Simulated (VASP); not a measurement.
# Al2OsN3 (R-3m) in VASP: notebook

Runs on Al2OsN3. Level: PBE. Tasks: single point.

All numbers are computed with VASP 6.6.1; they aren't measurements. Logs are shortened: lines on timing, memory, paths and dates and some standing lists are left out, and cuts for length are marked.

## (1) The cell of the first run

Symmetry: R-3m, No. 166, trigonal system. The conventional cell has a = 5.566 Å, b = 5.566 Å, c = 7.570 Å, α = 90.00°, β = 90.00°, γ = 120.00°. Within 2.7 Å of Al (site symmetry 3m) lie 3 N at 2.02 Å and 1 Os at 2.48 Å and 1 Al at 2.61 Å. Within 2.7 Å of Os (site symmetry -3m) lie 6 N at 2.04 Å and 2 Al at 2.48 Å. Within 2.8 Å of N (site symmetry 2/m) lie 2 Al at 2.02 Å and 2 Os at 2.04 Å and 4 N at 2.78 Å.

The cell was generated, and may not be a known phase.

## (2) Single point, PBE, collinear spin

The input, INCAR:

```
SYSTEM = Al2OsN3
PREC = Accurate ; ENCUT = 520
EDIFF = 1E-7 ; ISMEAR = 0
SIGMA = 0.1 ; LREAL = .False.
LASPH = .True. ; NELM = 150
ALGO = Normal ; ISIF = 2
LWAVE = .False. ; LCHARG = .False.
ISPIN = 2 ; MAGMOM = 0 0 1 0 0 0
LORBIT = 11 ; LMAXMIX = 4
GGA = PE ; NBANDS = 28
```

The input, KPOINTS:

```
Automatic mesh
0
Gamma
  6 6 6
  0 0 0
```

The input, POSCAR:

```
Al2OsN3
1.0
    2.7828677135      1.6066894224      2.5233914153
   -2.7828677135      1.6066894224      2.5233914153
    0.0000000000     -3.2133788481      2.5233914132
Al Os N
2 1 3
Direct
    0.6721594063      0.6721594063      0.6721594063
    0.3278405937      0.3278405937      0.3278405937
    0.0000000000      0.0000000000      0.0000000000
    0.5000000000      0.0000000000      0.0000000000
    0.0000000000      0.5000000000      0.0000000000
    0.0000000000      0.0000000000      0.5000000000
```

Potentials or basis: VASP PAW PBE potentials, release 64 (Al, Os, N).

Started as:

```bash
> cat potpaw_PBE.64/Al/POTCAR potpaw_PBE.64/Os/POTCAR potpaw_PBE.64/N/POTCAR > POTCAR
> mpirun -np 1 vasp_std > vasp.out
```

OUTCAR:

```text
SYSTEM = Al2OsN3
   PREC = Accurate
   ENCUT = 520
   EDIFF = 1E-7
   ISMEAR = 0
   LREAL = .False.
   LASPH = .True.
   NELM = 150
   ISIF = 2
   ISPIN = 2
   LORBIT = 11
   GGA = PE

 ion  position               nearest neighbor table
   1  0.672  0.672  0.672-   6 2.02   5 2.02   4 2.02   3 2.48   2 2.61   3 3.21   3 3.21   3 3.21
                             2 3.21   2 3.21   2 3.21
   2  0.328  0.328  0.328-   6 2.02   5 2.02   4 2.02   3 2.48   1 2.61   3 3.21   3 3.21   3 3.21
                             1 3.21   1 3.21   1 3.21
   3  0.000  0.000  0.000-   6 2.04   6 2.04   4 2.04   5 2.04   5 2.04   4 2.04   1 2.48   2 2.48
                             2 3.21   1 3.21   2 3.21   1 3.21   2 3.21   1 3.21
   4  0.500  0.000  0.000-   1 2.02   2 2.02   3 2.04   3 2.04
   5  0.000  0.500  0.000-   1 2.02   2 2.02   3 2.04   3 2.04
   6  0.000  0.000  0.500-   1 2.02   2 2.02   3 2.04   3 2.04

  LATTYP: Found a trigonal (rhomboedric) cell.
 ALAT       =     4.0857444665
 COS(alpha) =     0.0721607985

  Lattice vectors:

 A1 = (   2.7828677135,   1.6066894224,   2.5233914153)
 A2 = (  -2.7828677135,   1.6066894224,   2.5233914153)
 A3 = (   0.0000000000,  -3.2133788481,   2.5233914132)

Analysis of symmetry for initial positions (statically):
=====================================================================
 Subroutine PRICEL returns:
 Original cell was already a primitive cell.

 Routine SETGRP: Setting up the symmetry group for a
 trigonal (rhombohedral) supercell.

 Subroutine GETGRP returns: Found 12 space group operations
 (whereof 12 operations were pure point group operations)
 out of a pool of 12 trial point group operations.

The static configuration has the point symmetry D_3d.

Analysis of symmetry for dynamics (positions and initial velocities):
=====================================================================
 Subroutine PRICEL returns:
 Original cell was already a primitive cell.

 Routine SETGRP: Setting up the symmetry group for a
 trigonal (rhombohedral) supercell.

 Subroutine GETGRP returns: Found 12 space group operations
 (whereof 12 operations were pure point group operations)
 out of a pool of 12 trial point group operations.

The dynamic configuration has the point symmetry D_3d.

Analysis of structural, dynamic, and magnetic symmetry:
=====================================================================
 Subroutine PRICEL returns:
 Original cell was already a primitive cell.

 Routine SETGRP: Setting up the symmetry group for a
 trigonal (rhombohedral) supercell.

 Subroutine GETGRP returns: Found 12 space group operations
 (whereof 12 operations were pure point group operations)
 out of a pool of 12 trial point group operations.

The overall configuration has the point symmetry D_3d.

 Subroutine INISYM returns: Found 12 space group operations
 (whereof 12 operations are pure point group operations),
 and found     1 'primitive' translations

----------------------------------------------------------------------------------------

                                     Primitive cell

  volume of cell :      67.6956

  direct lattice vectors                    reciprocal lattice vectors
     2.782867713  1.606689422  2.523391415     0.179670775  0.103732971  0.132097356
    -2.782867713  1.606689422  2.523391415    -0.179670775  0.103732971  0.132097356
     0.000000000 -3.213378848  2.523391413     0.000000000 -0.207465941  0.132097356

  length of vectors
     4.085744467  4.085744467  4.085744467     0.245950865  0.245950865  0.245950865

  position of ions in fractional coordinates (direct lattice)
     0.672159406  0.672159406  0.672159406
     0.327840594  0.327840594  0.327840594
     0.000000000  0.000000000  0.000000000
     0.500000000  0.000000000  0.000000000
     0.000000000  0.500000000  0.000000000
     0.000000000  0.000000000  0.500000000

  ion indices of the primitive-cell ions
   primitive index   ion index
                 1           1
                 2           2
                 3           3
                 4           4
                 5           5
                 6           6

----------------------------------------------------------------------------------------

 KPOINTS: Automatic mesh

Automatic generation of k-mesh.
 Grid dimensions read from file:
 generate k-points for:    6    6    6

 Generating k-lattice:

  Cartesian coordinates                     Fractional coordinates (reciprocal lattice)
     0.029945129  0.017288828  0.022016226     0.166666667  0.000000000  0.000000000
    -0.029945129  0.017288828  0.022016226     0.000000000  0.166666667  0.000000000
     0.000000000 -0.034577657  0.022016226     0.000000000  0.000000000  0.166666667

  Length of vectors
     0.040991811  0.040991811  0.040991811

  Shift w.r.t. Gamma in fractional coordinates (k-lattice)
     0.000000000  0.000000000  0.000000000

 Subroutine IBZKPT returns following result:
 ===========================================

 Found     32 irreducible k-points:

 Following reciprocal coordinates:
            Coordinates               Weight
  0.000000  0.000000  0.000000      1.000000
  0.166667  0.000000  0.000000      6.000000
  0.333333  0.000000  0.000000      6.000000
  0.500000  0.000000  0.000000      3.000000
  0.166667  0.166667  0.000000      6.000000
  0.333333  0.166667  0.000000     12.000000
[... 16 lines left out ...]
  0.500000  0.500000  0.166667      6.000000
 -0.333333  0.500000  0.166667     12.000000
 [... further k-points ...]
   k-points           NKPTS =     32   k-points in BZ     NKDIM =     32   number of bands    NBANDS=     28
   number of dos      NEDOS =    301   number of ions     NIONS =      6
   total plane-waves  NPLWV =  27000
   dimension x,y,z NGX =    30 NGY =   30 NGZ =   30
   dimension x,y,z NGXF=    60 NGYF=   60 NGZF=   60
   ions per type =               2   1   3
   NGX,Y,Z   is equivalent  to a cutoff of  12.21, 12.21, 12.21 a.u.
   NGXF,Y,Z  is equivalent  to a cutoff of  24.41, 24.41, 24.41 a.u.
 SYSTEM =  Al2OsN3
   PREC   = accura    normal or accurate (medium, high low for compatibility)
   ISTART =      0    job   : 0-new  1-cont  2-samecut
   ICHARG =      2    charge: 1-file 2-atom 10-const
   ISPIN  =      2    spin polarized calculation?
   LNONCOLLINEAR =      F non collinear calculations
   LSORBIT =      F    spin-orbit coupling
   LASPH  =      T    aspherical Exc in radial PAW
   ENCUT  =  520.0 eV  38.22 Ry    6.18 a.u.   7.60  7.60  7.60*2*pi/ulx,y,z
   NELM   =    150;   NELMIN=  2; NELMDL= -5     # of ELM steps
   EDIFF  = 0.1E-06   stopping-criterion for ELM
   LREAL  =      F    real-space projection
   EDIFFG = 0.1E-05   stopping-criterion for IOM
   NSW    =      0    number of steps for IOM
   IBRION =     -1    ionic relax: 0-MD 1-quasi-New 2-CG
   NFREE  =      0    steps in history (QN), initial steepest desc. (CG)
   ISIF   =      2    stress and relaxation
   ISYM   =      2    0-nonsym 1-usesym 2-fastsym
   POTIM  = 0.5000    time-step for ionic-motion
   TEBEG  =    0.0;   TEEND  =   0.0 temperature during run
   PSTRESS=    0.0 pullay stress
   NELECT =      29.0000    total number of electrons
   NUPDOWN=      -1.0000    fix difference up-down
   EMIN   =  10.00;   EMAX   =-10.00  energy-range for DOS
   EFERMI =   0.00;   METHOD = LEGACY
   ISMEAR =     0;   SIGMA  =   0.10  broadening in eV -4-tet -1-fermi 0-gaus
   EFERMI_NEDOS =   21; number of points for ismear=-14 and -15
   IALGO  =     38    algorithm
   IMIX   =      4    mixing-type and parameters
     AMIX     =   0.40;   BMIX     =  1.00
     AMIX_MAG =   1.60;   BMIX_MAG =  1.00
  volume/ion in A,a.u.               =      11.28        76.14
  Fermi-wavevector in a.u.,A,eV,Ry     =   1.234110  2.332131 20.722063  1.523029
  Thomas-Fermi vector in A             =   2.368814
   LORBIT       =     11    0 simple, 1 ext, 2 COOP (PROOUT), +10 PAW based schemes
   GGA     = PE    functional components
   LHFCALC =     F    Hartree Fock is set to
   AEXX    =    0.0000 exact exchange contribution
   IVDW    =     0    specifies the selected vdW correction
   LEPSILON=     F    determine dielectric tensor
   LRPA    =     F    only Hartree local field effects (RPA)
 spin polarized calculation
 Gauss-broadening in eV      SIGMA  =   0.10
  energy-cutoff  :      520.00
  volume of cell :       67.70
 maximum number of plane-waves:      1839
   NGX = 15   NGY = 15   NGZ = 15

 number of electron      29.0000006 magnetization      -0.0022344

 number of electron      29.0000006 magnetization       0.0001085

 Free energy of the ion-electron system (eV)
  ---------------------------------------------------
  ext. energy  EPLUGINS =         0.00000000
  ---------------------------------------------------
  free energy    TOTEN  =       -41.75919662 eV

  energy without entropy =      -41.74226055  energy(sigma->0) =      -41.75072858

 E-fermi :   7.5926     XC(G=0): -11.5035

 val. band max:        7.5818136824   @ k =   0.5000   0.0000   0.0000
 cond. band min:       7.6007624154   @ k =  -0.1667   0.1667   0.1667
 fundamental gap:      0.0189487330
 Fermi energy:         7.5925567415

 spin component 1

 k-point     1 :       0.0000    0.0000    0.0000
  band No.  band energies     occupation
      1      -9.6462      1.00000
      2      -7.4516      1.00000
      3      -7.4516      1.00000
      4       0.1868      1.00000
      5       2.5762      1.00000
      6       2.5762      1.00000
[... 18 lines left out ...]
     25      14.9972      0.00000
     26      18.8334      0.00000

 k-point     2 :       0.1667    0.0000    0.0000
  band No.  band energies     occupation
      1      -9.4839      1.00000
      2      -7.4368      1.00000
      3      -7.4216      1.00000
      4       0.0731      1.00000
      5       1.9859      1.00000
      6       2.5496      1.00000
[... 18 lines left out ...]
     25      16.5057      0.00000
[... 608 lines left out ...]
     25      17.3090      0.00000
     26      19.1550      0.00000

 k-point    24 :      -0.3333    0.5000    0.1667
  band No.  band energies     occupation
      1      -8.0716      1.00000
      2      -7.4698      1.00000
      3      -6.9672      1.00000
      4      -1.1161      1.00000
      5      -0.0603      1.00000
      6       0.4387      1.00000
[... 18 lines left out ...]
     25      17.6223      0.00000
     26      18.1752      0.00000

 [... further k-points ...]

 spin component 2

 k-point     1 :       0.0000    0.0000    0.0000
  band No.  band energies     occupation
      1      -9.6461      1.00000
      2      -7.4515      1.00000
      3      -7.4515      1.00000
      4       0.1868      1.00000
      5       2.5762      1.00000
      6       2.5762      1.00000
[... 18 lines left out ...]
     25      14.9972      0.00000
     26      18.8334      0.00000

 k-point     2 :       0.1667    0.0000    0.0000
  band No.  band energies     occupation
      1      -9.4839      1.00000
      2      -7.4367      1.00000
      3      -7.4216      1.00000
      4       0.0732      1.00000
      5       1.9859      1.00000
      6       2.5496      1.00000
[... 18 lines left out ...]
     25      16.5057      0.00000
[... 608 lines left out ...]
     25      17.3090      0.00000
     26      19.1550      0.00000

 k-point    24 :      -0.3333    0.5000    0.1667
  band No.  band energies     occupation
      1      -8.0716      1.00000
      2      -7.4697      1.00000
      3      -6.9672      1.00000
      4      -1.1161      1.00000
      5      -0.0602      1.00000
      6       0.4387      1.00000
[... 18 lines left out ...]
     25      17.6223      0.00000
     26      18.1752      0.00000

 [... further k-points ...]

 [bands above 26 left out]

------------------------ aborting loop because EDIFF is reached ----------------------------------------

  FORCE on cell =-STRESS in cart. coord.  units (eV):
  Direction    XX          YY          ZZ          XY          YZ          ZX
  --------------------------------------------------------------------------------------
  -------------------------------------------------------------------------------------
  Total        0.5531509      0.5531509      0.6585744     -0.0000000     -0.0000000      0.0000000
  in kB       13.0916334     13.0916334     15.5867307     -0.0000000     -0.0000000      0.0000000
  external PRESSURE =      13.9233325 kB  Pullay stress =       0.0000000 kB

 VOLUME and BASIS-vectors are now :
 -----------------------------------------------------------------------------
  energy-cutoff  :      520.00
  volume of cell :       67.70
      direct lattice vectors                 reciprocal lattice vectors
     2.782867713  1.606689422  2.523391415     0.179670775  0.103732971  0.132097356
    -2.782867713  1.606689422  2.523391415    -0.179670775  0.103732971  0.132097356
     0.000000000 -3.213378848  2.523391413     0.000000000 -0.207465941  0.132097356

 POSITION                                       TOTAL-FORCE (eV/Angst)
 -----------------------------------------------------------------------------------
      0.00000     -0.00000      5.08836         0.000000     -0.000000      0.026120
      0.00000     -0.00000      2.48181         0.000000      0.000000     -0.026120
      0.00000      0.00000      0.00000         0.000000     -0.000000      0.000000
      1.39143      0.80334      1.26170         0.000000     -0.000000      0.000000
     -1.39143      0.80334      1.26170        -0.000000     -0.000000      0.000000
      0.00000     -1.60669      1.26170         0.000000     -0.000000      0.000000
 -----------------------------------------------------------------------------------
    total drift:                               -0.000000     -0.000000      0.000000

  FREE ENERGIE OF THE ION-ELECTRON SYSTEM (eV)
  ---------------------------------------------------
  free  energy   TOTEN  =       -41.7591966187 eV

  energy  without entropy=      -41.7422605461  energy(sigma->0) =      -41.75072858

 total charge

# of ion       s       p       d       tot
------------------------------------------
    1        0.402   0.334   0.000   0.737
    2        0.402   0.334   0.000   0.737
    3        0.608   0.886   6.028   7.522
    4        1.247   2.471   0.000   3.718
    5        1.247   2.471   0.000   3.718
    6        1.247   2.471   0.000   3.718
--------------------------------------------------
tot          5.154   8.969   6.028  20.151

 magnetization (x)

# of ion       s       p       d       tot
------------------------------------------
    1        0.000   0.000   0.000   0.000
    2        0.000   0.000   0.000   0.000
    3       -0.000  -0.000   0.000   0.000
    4        0.000   0.000   0.000   0.000
    5        0.000   0.000   0.000   0.000
    6        0.000   0.000   0.000   0.000
--------------------------------------------------
tot          0.000   0.000   0.000   0.000
```

It took 68 s on 1 thread of Intel Xeon Platinum 8559C (Emerald Rapids), shared host; peak memory 0.25 GiB.

What came out:

```yaml
Free_energy: -41.7592 eV
Pressure: 1.4 GPa
Largest_force: 0.026 eV/Å
Net_moment: 0.00 μB per cell
Valence_electrons_inside_the_program's_atomic_spheres: Al 0.74; Os 7.52; N 3.72
```

Forces on the atoms (eV/Å):
```
Al   0.000  0.000  0.026
Al   0.000  0.000 -0.026
Os   0.000  0.000  0.000
N    0.000  0.000  0.000
N    0.000  0.000  0.000
N    0.000  0.000  0.000
```

Stress tensor (GPa, compression positive):
```
1.31 0.00 0.00
0.00 1.31 0.00
0.00 0.00 1.56
```

Levels at points of the mesh, in eV from the Fermi level:
Spin up:
| k point | band 11 | band 12 | band 13 | band 14 | band 15 | band 16 | band 17 | band 18 |
| --- | --- | --- | --- | --- | --- | --- | --- | --- |
| (0.00, 0.00, 0.00) | -2.88 | -2.88 | -2.25 | -1.49 | -1.49 | -1.39 | 0.83 | 0.83 |
| (0.50, 0.00, 0.00) | -3.11 | -2.16 | -1.63 | -0.03 | -0.01 | 0.89 | 0.97 | 1.38 |
| (0.50, 0.50, 0.00) | -3.60 | -1.76 | -1.42 | 0.29 | 0.72 | 1.37 | 2.14 | 3.50 |
| (0.50, 0.50, 0.50) | -1.77 | -1.77 | -0.31 | -0.05 | 0.53 | 0.53 | 5.67 | 6.12 |
Spin down:
| k point | band 10 | band 11 | band 12 | band 13 | band 14 | band 15 | band 16 | band 17 | band 18 | band 19 |
| --- | --- | --- | --- | --- | --- | --- | --- | --- | --- | --- |
| (0.00, 0.00, 0.00) | -3.00 | -2.88 | -2.88 | -2.25 | -1.49 | -1.49 | -1.39 | 0.83 | 0.83 | 3.43 |
| (0.50, 0.00, 0.00) | -3.71 | -3.11 | -2.16 | -1.63 | -0.03 | -0.01 | 0.89 | 0.97 | 1.38 | 3.68 |
| (0.50, 0.50, 0.00) | -3.70 | -3.60 | -1.76 | -1.42 | 0.29 | 0.72 | 1.37 | 2.14 | 3.50 | 4.24 |
| (0.50, 0.50, 0.50) | -3.30 | -1.77 | -1.77 | -0.31 | -0.05 | 0.53 | 0.53 | 5.67 | 6.12 | 6.12 |

Caveat: spin-orbit coupling is left out, which moves the levels of the heavy elements.

## (3) Single point, PBE

The input, INCAR:

```
  ALGO = Normal
  EDIFF = 1E-6
  ENCUT = 520
  GGA = PE
  ISIF = 2
  ISMEAR = 0
  LASPH = T
  LCHARG = T
  LELF = T
  LREAL = F
  LVHAR = T
  LWAVE = F
  NBANDS = 24
  NELM = 100
  PREC = Accurate
  SIGMA = 0.1
```

The input, KPOINTS:

```
k-points
0
Gamma
  12 12 12
```

The input, POSCAR:

```
Al2OsN3
1.0
    2.7829251247      1.6067225699      2.5240830446
   -2.7829251247      1.6067225699      2.5240830446
    0.0000000000     -3.2134451397      2.5240830446
Al Os N
2 1 3
Direct
    0.6721616599      0.6721616599      0.6721616599
    0.3278383401      0.3278383401      0.3278383401
    0.0000000000      0.0000000000      0.0000000000
    0.5000000000      0.0000000000      0.0000000000
    0.0000000000      0.5000000000      0.0000000000
    0.0000000000      0.0000000000      0.5000000000
```

Potentials or basis: VASP PAW PBE potentials, release 64 (Al, Os, N).

Started as:

```bash
> cat potpaw_PBE.64/Al/POTCAR potpaw_PBE.64/Os/POTCAR potpaw_PBE.64/N/POTCAR > POTCAR
> mpirun -np 1 vasp_std > vasp.out
```

It took 2.4 min on 1 thread of Intel Xeon Platinum 8559C (Emerald Rapids), shared host; peak memory 0.39 GiB.

Results (log left out):

- Free energy: -41.7770 eV
- Pressure: 1.3 GPa
- Largest force: 0.016 eV/Å
- Band gap on the k mesh: zero (an odd number of electrons rules out a gap without spin polarisation)

Forces in eV/Å, atoms in the order of the input:
```
Al   0.000  0.000  0.016
Al   0.000  0.000 -0.016
Os   0.000  0.000  0.000
N    0.000  0.000  0.000
N    0.000  0.000  0.000
N    0.000  0.000  0.000
```

Stress tensor (GPa, compression positive):
```
1.17 0.00 0.00
0.00 1.17 0.00
0.00 0.00 1.54
```

Levels at points of the mesh, in eV from the Fermi level:
```tsv
k point	band 11	band 12	band 13	band 14	band 15	band 16	band 17	band 18
(0.00, 0.00, 0.00)	-2.84	-2.84	-2.24	-1.47	-1.47	-1.37	0.86	0.86
(0.50, 0.00, 0.00)	-3.08	-2.15	-1.62	-0.01	0.00	0.92	1.00	1.40
(0.50, 0.50, 0.00)	-3.58	-1.74	-1.40	0.30	0.74	1.39	2.17	3.51
(0.50, 0.50, 0.50)	-1.76	-1.76	-0.29	-0.03	0.56	0.56	5.67	6.14
```

Caveat: spin-orbit coupling is left out, which moves the levels of the heavy elements.
